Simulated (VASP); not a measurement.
# GaN (Fm-3m) in VASP: notebook

The runs below take GaN through single point, with PBE.

Everything below comes from runs of VASP 6.6.1. Logs are shortened: lines on timing, memory, paths and dates and some standing lists are left out, and cuts for length are marked.

## Step 1: The cell of the first run

Symmetry: Fm-3m, No. 225, cubic system. The conventional cell has a = 4.217 Å, b = 4.217 Å, c = 4.217 Å, α = 90.00°, β = 90.00°, γ = 90.00°. Within 2.8 Å of Ga (site symmetry m-3m) lie 6 N at 2.11 Å. Within 2.8 Å of N (site symmetry m-3m) lie 6 Ga at 2.11 Å.

## Step 2: Single point, PBE

Input file INCAR:

```
PREC = Accurate
ENCUT = 520
EDIFF = 1E-6
ISMEAR = 0
SIGMA = 0.01
LREAL = False
LASPH = True
NELM = 60
ALGO = Normal
ISIF = 2
LWAVE = False
LCHARG = False
GGA = PE
NBANDS = 16
```

Input file KPOINTS:

```
regular mesh
0
Gamma
  3 3 3
```

Input file POSCAR:

```
GaN
1.0
    0.0000000000      2.1085153689      2.1085153689
    2.1085153689      0.0000000000      2.1085153689
    2.1085153689      2.1085153689      0.0000000000
Ga N
1 1
Direct
    0.5000000000      0.5000000000      0.5000000000
    0.0000000000      0.0000000000      0.0000000000
```

Potentials or basis: VASP PAW PBE potentials, release 64 (Ga_d, N).

On the command line:

```console
$ cat potpaw_PBE.64/Ga_d/POTCAR potpaw_PBE.64/N/POTCAR > POTCAR
$ mpirun -np 1 vasp_std > vasp.out
```

OUTCAR:

```text
PREC = Accurate
   ENCUT = 520
   EDIFF = 1E-6
   ISMEAR = 0
   LREAL = False
   LASPH = True
   NELM = 60
   ISIF = 2
   GGA = PE

 ion  position               nearest neighbor table
   1  0.500  0.500  0.500-   2 2.11   2 2.11   2 2.11   2 2.11   2 2.11   2 2.11
   2  0.000  0.000  0.000-   1 2.11   1 2.11   1 2.11   1 2.11   1 2.11   1 2.11

  LATTYP: Found a face centered cubic cell.
 ALAT       =     4.2170307378

  Lattice vectors:

 A1 = (   0.0000000000,   2.1085153689,   2.1085153689)
 A2 = (   2.1085153689,   0.0000000000,   2.1085153689)
 A3 = (   2.1085153689,   2.1085153689,   0.0000000000)

Analysis of symmetry for initial positions (statically):
=====================================================================
 Subroutine PRICEL returns:
 Original cell was already a primitive cell.

 Routine SETGRP: Setting up the symmetry group for a
 face centered cubic supercell.

 Subroutine GETGRP returns: Found 48 space group operations
 (whereof 48 operations were pure point group operations)
 out of a pool of 48 trial point group operations.

The static configuration has the point symmetry O_h .

Analysis of symmetry for dynamics (positions and initial velocities):
=====================================================================
 Subroutine PRICEL returns:
 Original cell was already a primitive cell.

 Routine SETGRP: Setting up the symmetry group for a
 face centered cubic supercell.

 Subroutine GETGRP returns: Found 48 space group operations
 (whereof 48 operations were pure point group operations)
 out of a pool of 48 trial point group operations.

The dynamic configuration has the point symmetry O_h .

 Subroutine INISYM returns: Found 48 space group operations
 (whereof 48 operations are pure point group operations),
 and found     1 'primitive' translations

----------------------------------------------------------------------------------------

                                     Primitive cell

  volume of cell :      18.7482

  direct lattice vectors                    reciprocal lattice vectors
     0.000000000  2.108515369  2.108515369    -0.237133676  0.237133676  0.237133676
     2.108515369  0.000000000  2.108515369     0.237133676 -0.237133676  0.237133676
     2.108515369  2.108515369  0.000000000     0.237133676  0.237133676 -0.237133676

  length of vectors
     2.981891031  2.981891031  2.981891031     0.410727575  0.410727575  0.410727575

  position of ions in fractional coordinates (direct lattice)
     0.500000000  0.500000000  0.500000000
[... 58 lines left out ...]
   LREAL  =      F    real-space projection
   EDIFFG = 0.1E-04   stopping-criterion for IOM
   NSW    =      0    number of steps for IOM
   IBRION =     -1    ionic relax: 0-MD 1-quasi-New 2-CG
   NFREE  =      0    steps in history (QN), initial steepest desc. (CG)
   ISIF   =      2    stress and relaxation
   ISYM   =      2    0-nonsym 1-usesym 2-fastsym
   POTIM  = 0.5000    time-step for ionic-motion
   TEBEG  =    0.0;   TEEND  =   0.0 temperature during run
   PSTRESS=    0.0 pullay stress
   NELECT =      18.0000    total number of electrons
   NUPDOWN=      -1.0000    fix difference up-down
   EMIN   =  10.00;   EMAX   =-10.00  energy-range for DOS
   EFERMI =   0.00;   METHOD = LEGACY
   ISMEAR =     0;   SIGMA  =   0.01  broadening in eV -4-tet -1-fermi 0-gaus
   EFERMI_NEDOS =   21; number of points for ismear=-14 and -15
   IALGO  =     38    algorithm
   IMIX   =      4    mixing-type and parameters
     AMIX     =   0.40;   BMIX     =  1.00
     AMIX_MAG =   1.60;   BMIX_MAG =  1.00
  volume/ion in A,a.u.               =       9.37        63.26
  Fermi-wavevector in a.u.,A,eV,Ry     =   1.615024  3.051952 35.488097  2.608302
  Thomas-Fermi vector in A             =   2.709838
   LORBIT       =      0    0 simple, 1 ext, 2 COOP (PROOUT), +10 PAW based schemes
   GGA     = PE    functional components
   LHFCALC =     F    Hartree Fock is set to
   AEXX    =    0.0000 exact exchange contribution
   IVDW    =     0    specifies the selected vdW correction
   LEPSILON=     F    determine dielectric tensor
   LRPA    =     F    only Hartree local field effects (RPA)
 non-spin polarized calculation
 Gauss-broadening in eV      SIGMA  =   0.01
  energy-cutoff  :      520.00
  volume of cell :       18.75
 maximum number of plane-waves:       531
 NGX is ok and might be reduce to    24
   NGX = 11   NGY = 11   NGZ = 11

 number of electron      18.0000008 magnetization

 Free energy of the ion-electron system (eV)
  ---------------------------------------------------
  ext. energy  EPLUGINS =         0.00000000
  ---------------------------------------------------
  free energy    TOTEN  =       -10.65906557 eV

  energy without entropy =      -10.65906557  energy(sigma->0) =      -10.65906557

 E-fermi :   8.0348     XC(G=0): -13.0885

 val. band max:        7.9428461636   @ k =   0.3333   0.0000   0.0000
 cond. band min:      10.4569050184   @ k =   0.0000   0.0000   0.0000
 fundamental gap:      2.5140588548
 Fermi energy:         8.0347828955

 k-point     1 :       0.0000    0.0000    0.0000
  band No.  band energies     occupation
      1      -9.2407      2.00000
      2      -6.1236      2.00000
      3      -6.1236      2.00000
      4      -6.1236      2.00000
      5      -6.0231      2.00000
      6      -6.0231      2.00000
[... 53 lines left out ...]
      3      -6.1133      2.00000
      4      -6.0428      2.00000
      5      -5.9022      2.00000
      6      -3.8028      2.00000
[... 8 lines left out ...]
     15      29.2920      0.00000
     16      31.5563      0.00000

------------------------ aborting loop because EDIFF is reached ----------------------------------------

  FORCE on cell =-STRESS in cart. coord.  units (eV):
  Direction    XX          YY          ZZ          XY          YZ          ZX
  --------------------------------------------------------------------------------------
  -------------------------------------------------------------------------------------
  Total        0.9988282      0.9988282      0.9988282      0.0000000      0.0000000     -0.0000000
  in kB       85.3573824     85.3573824     85.3573824      0.0000000      0.0000000     -0.0000000
  external PRESSURE =      85.3573824 kB  Pullay stress =       0.0000000 kB

 VOLUME and BASIS-vectors are now :
 -----------------------------------------------------------------------------
  energy-cutoff  :      520.00
  volume of cell :       18.75
      direct lattice vectors                 reciprocal lattice vectors
     0.000000000  2.108515369  2.108515369    -0.237133676  0.237133676  0.237133676
     2.108515369  0.000000000  2.108515369     0.237133676 -0.237133676  0.237133676
     2.108515369  2.108515369  0.000000000     0.237133676  0.237133676 -0.237133676

 POSITION                                       TOTAL-FORCE (eV/Angst)
 -----------------------------------------------------------------------------------
      2.10852      2.10852      2.10852        -0.000000      0.000000      0.000000
      0.00000      0.00000      0.00000         0.000000     -0.000000      0.000000
 -----------------------------------------------------------------------------------
    total drift:                                0.000000     -0.000000      0.000000

  FREE ENERGIE OF THE ION-ELECTRON SYSTEM (eV)
  ---------------------------------------------------
  free  energy   TOTEN  =       -10.6590655705 eV

  energy  without entropy=      -10.6590655705  energy(sigma->0) =      -10.65906557
```

OSZICAR:

```text
N       E                     dE             d eps       ncg     rms          rms(c)
DAV:   1     0.721071616502E+02    0.72107E+02   -0.86779E+03   144   0.217E+03
DAV:   2    -0.843599130505E+01   -0.80543E+02   -0.75450E+02   152   0.317E+02
DAV:   3    -0.127526550525E+02   -0.43167E+01   -0.43080E+01   144   0.627E+01
DAV:   4    -0.127879698751E+02   -0.35315E-01   -0.35314E-01   160   0.607E+00
DAV:   5    -0.127883243725E+02   -0.35450E-03   -0.35449E-03   144   0.573E-01    0.778E+00
DAV:   6    -0.106845343954E+02    0.21038E+01   -0.45869E+00   168   0.419E+01    0.240E+00
DAV:   7    -0.106732303166E+02    0.11304E-01   -0.28775E-01   136   0.499E+00    0.165E+00
DAV:   8    -0.106606656474E+02    0.12565E-01   -0.29366E-02   152   0.238E+00    0.411E-01
DAV:   9    -0.106590114048E+02    0.16542E-02   -0.57059E-03   152   0.196E+00    0.854E-02
DAV:  10    -0.106590549723E+02   -0.43568E-04   -0.38151E-04   144   0.203E-01    0.127E-02
DAV:  11    -0.106590632259E+02   -0.82536E-05   -0.18832E-05   144   0.540E-02    0.829E-03
DAV:  12    -0.106590656457E+02   -0.24198E-05   -0.12843E-06   136   0.200E-02    0.159E-03
DAV:  13    -0.106590655705E+02    0.75258E-07   -0.24671E-07    88   0.459E-03
   1 F= -.10659066E+02 E0= -.10659066E+02  d E =-.654044E-39
```

stdout:

```text
POSCAR found type information on POSCAR GaN
 POSCAR found :  2 types and       2 ions
 scaLAPACK will be used
 LDA part: xc-table for (Slater+PW92), standard interpolation
 POSCAR, INCAR and KPOINTS ok, starting setup
 FFT: planning ... GRIDC
 FFT: planning ... GRID_SOFT
 FFT: planning ... GRID
 WAVECAR not read
 entering main loop
```

Run time: 2.7 s. Hardware: 1 thread of Intel Xeon Platinum 8375C at 2.90GHz (Ice Lake), shared host; peak memory 0.13 GiB.

What came out:

```
Free energy            : -10.6591 eV
Pressure               : 8.5 GPa
Band gap on the k mesh : 2.51 eV, indirect (least direct gap 2.74 eV)
```

Caveat: the k points lie up to 0.86 Å⁻¹ apart. A k mesh can miss the band edges.

## Step 3: Single point, PBE

Input file INCAR:

```
SYSTEM = GaN
  PREC = Accurate
  ENCUT = 520
  EDIFF = 1E-6
  ISMEAR = 0
  SIGMA = 0.01
  LREAL = .False.
  LASPH = .True.
  NELM = 60
  ALGO = Normal
  ISIF = 2
  LWAVE = .False.
  LCHARG = .True.
  GGA = PE
  LELF = .True.
  LVHAR = .True.
  NBANDS = 16
```

Input file KPOINTS:

```
Automatic mesh
0
Gamma
  4 4 4
  0 0 0
```

POSCAR is that of step 2.

Potentials or basis: VASP PAW PBE potentials, release 64 (Ga_d, N).

On the command line:

```console
$ cat potpaw_PBE.64/Ga_d/POTCAR potpaw_PBE.64/N/POTCAR > POTCAR
$ mpirun -np 1 vasp_std > vasp.out
```

Run time: 3.4 s. Hardware: 1 thread of Intel Xeon Platinum 8375C at 2.90GHz (Ice Lake), shared host; peak memory 0.13 GiB.

Results (log left out):

| Item | Value |
| --- | --- |
| Free energy | -11.0464 eV |
| Pressure | 8.4 GPa |
| Band gap on the k mesh | 0.72 eV, indirect (least direct gap 2.80 eV) |

Levels at points of the mesh, in eV from the valence-band top:
```
           k point  band 5  band 6  band 7  band 8  band 9  band 10  band 11  band 12  band 13  band 14
(0.00, 0.00, 0.00)  -13.85  -13.85   -0.34   -0.34   -0.34     2.45    14.85    14.85    14.85    16.00
(0.50, 0.00, 0.00)  -13.71  -13.71   -8.18    0.00    0.00     4.84     9.22     9.22     9.65    16.52
(0.50, 0.50, 0.00)  -13.66  -10.86   -7.05   -2.92   -2.92     0.72     7.93    12.16    14.72    14.72
```

Caveat: the k points lie up to 0.65 Å⁻¹ apart. A k mesh can miss the band edges.

## Step 4: Single point, PBE

Input file INCAR:

```
PREC     = Accurate       # precision mode
ENCUT    = 520            # plane-wave cutoff, eV
EDIFF    = 1E-7           # SCF threshold, eV
ISMEAR   = 0              # smearing method
SIGMA    = 0.01           # smearing width, eV
LREAL    = F              # projectors in reciprocal space
LASPH    = T              # aspherical terms in the spheres
NELM     = 80             # most SCF steps
ALGO     = Normal         # electronic algorithm
ISIF     = 2              # what is computed and relaxed
LWAVE    = F              # write WAVECAR
LCHARG   = F              # write CHGCAR
GGA      = PE             # functional
NBANDS   = 16             # bands
```

Input file KPOINTS:

```
regular mesh
0
Gamma
  8 8 8
```

POSCAR is that of step 3.

Potentials or basis: VASP PAW PBE potentials, release 64 (Ga_d, N).

On the command line:

```console
$ cat potpaw_PBE.64/Ga_d/POTCAR potpaw_PBE.64/N/POTCAR > POTCAR
$ mpirun -np 1 vasp_std > vasp.out
```

OUTCAR:

```text
PREC = Accurate
   ENCUT = 520
   EDIFF = 1E-7
   ISMEAR = 0
   LREAL = F
   LASPH = T
   NELM = 80
   ISIF = 2
   GGA = PE

 ion  position               nearest neighbor table
   1  0.500  0.500  0.500-   2 2.11   2 2.11   2 2.11   2 2.11   2 2.11   2 2.11
   2  0.000  0.000  0.000-   1 2.11   1 2.11   1 2.11   1 2.11   1 2.11   1 2.11

  LATTYP: Found a face centered cubic cell.
 ALAT       =     4.2170307378

  Lattice vectors:

 A1 = (   0.0000000000,   2.1085153689,   2.1085153689)
 A2 = (   2.1085153689,   0.0000000000,   2.1085153689)
 A3 = (   2.1085153689,   2.1085153689,   0.0000000000)

Analysis of symmetry for initial positions (statically):
=====================================================================
 Subroutine PRICEL returns:
 Original cell was already a primitive cell.

 Routine SETGRP: Setting up the symmetry group for a
 face centered cubic supercell.

 Subroutine GETGRP returns: Found 48 space group operations
 (whereof 48 operations were pure point group operations)
 out of a pool of 48 trial point group operations.

The static configuration has the point symmetry O_h .

Analysis of symmetry for dynamics (positions and initial velocities):
[... 155 lines left out ...]
  ---------------------------------------------------
  free energy    TOTEN  =       -11.18383231 eV

  energy without entropy =      -11.18383231  energy(sigma->0) =      -11.18383231

 E-fermi :   8.0192     XC(G=0): -13.1183

 val. band max:        7.9674327533   @ k =  -0.2500   0.1250   0.0000
 cond. band min:       8.6187839480   @ k =   0.5000   0.5000   0.0000
 fundamental gap:      0.6513511946
 Fermi energy:         8.0192090197

 k-point     1 :       0.0000    0.0000    0.0000
  band No.  band energies     occupation
      1      -9.3864      2.00000
      2      -6.0036      2.00000
      3      -6.0036      2.00000
      4      -6.0036      2.00000
      5      -5.9076      2.00000
      6      -5.9076      2.00000
[... 433 lines left out ...]
      3      -6.0359      2.00000
      4      -5.9541      2.00000
      5      -5.7681      2.00000
      6      -4.4736      2.00000
[... 8 lines left out ...]
     15      27.0269      0.00000
     16      31.7022      0.00000

 [... further k-points ...]
[... 5 lines left out ...]
  --------------------------------------------------------------------------------------
  -------------------------------------------------------------------------------------
  Total        1.0597070      1.0597070      1.0597070      0.0000000      0.0000000     -0.0000000
  in kB       90.5599318     90.5599318     90.5599318      0.0000000      0.0000000     -0.0000000
  external PRESSURE =      90.5599318 kB  Pullay stress =       0.0000000 kB

 VOLUME and BASIS-vectors are now :
 -----------------------------------------------------------------------------
  energy-cutoff  :      520.00
  volume of cell :       18.75
      direct lattice vectors                 reciprocal lattice vectors
     0.000000000  2.108515369  2.108515369    -0.237133676  0.237133676  0.237133676
     2.108515369  0.000000000  2.108515369     0.237133676 -0.237133676  0.237133676
     2.108515369  2.108515369  0.000000000     0.237133676  0.237133676 -0.237133676

 POSITION                                       TOTAL-FORCE (eV/Angst)
 -----------------------------------------------------------------------------------
      2.10852      2.10852      2.10852         0.000000      0.000000     -0.000000
      0.00000      0.00000      0.00000        -0.000000     -0.000000      0.000000
 -----------------------------------------------------------------------------------
    total drift:                                0.000000     -0.000000      0.000000

  FREE ENERGIE OF THE ION-ELECTRON SYSTEM (eV)
  ---------------------------------------------------
  free  energy   TOTEN  =       -11.1838323115 eV

  energy  without entropy=      -11.1838323115  energy(sigma->0) =      -11.18383231
```

Wall time 6 s (1 thread of Intel Xeon Platinum 8375C at 2.90GHz (Ice Lake), shared host); peak memory 0.14 GiB.

Results:

* Free energy: -11.1838 eV
* Pressure: 9.1 GPa
* Band gap on the k mesh: 0.65 eV, indirect (least direct gap 2.83 eV)

A k mesh can miss the band edges. A hybrid or GW would open this gap; PBE tends to underestimate it.

## Step 5: Summary

```csv
k mesh,gap on the mesh (eV),pressure (GPa)
3 × 3 × 3,2.51,8.5
4 × 4 × 4,0.72,8.4
8 × 8 × 8,0.65,9.1
```

Alike in all rows: task single point; level PBE; potentials or basis VASP PAW PBE potentials, release 64 (Ga_d, N); no spin polarisation; cell as given; cutoff (eV) 520; smearing gaussian 0.01 eV.

Caveats: some runs use coarse meshes.

Total energies depend on the potentials used, so only differences within one code and one set of settings carry meaning.
